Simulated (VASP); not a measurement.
Here is a VASP 6.6.1 calculation.

File INCAR:

```
SYSTEM = P
  PREC = Accurate
  ENCUT = 520
  EDIFF = 1E-7
  ISMEAR = -1
  SIGMA = 0.08
  LREAL = .False.
  LASPH = .True.
  NELM = 60
  ALGO = Normal
  ISIF = 2
  LWAVE = .False.
  LCHARG = .False.
  GGA = PE
  NBANDS = 8
```

The input KPOINTS:

```
regular mesh
0
Gamma
  17 17 17
  0 0 0
```

File POSCAR:

```
P
1.0
    2.2010827780      0.0000000000      0.0000000000
    0.0000000000      2.2010827780      0.0000000000
    0.0000000000      0.0000000000      2.2010827780
P
1
Direct
    0.0000000000      0.0000000000      0.0000000000
```

Potentials or basis: VASP PAW PBE potentials, release 64 (P).

Launch:

```sh
$ cat potpaw_PBE.64/P/POTCAR > POTCAR
$ mpirun -np 1 vasp_std > vasp.out
```

What does it give for the pressure?

71.1 GPa.
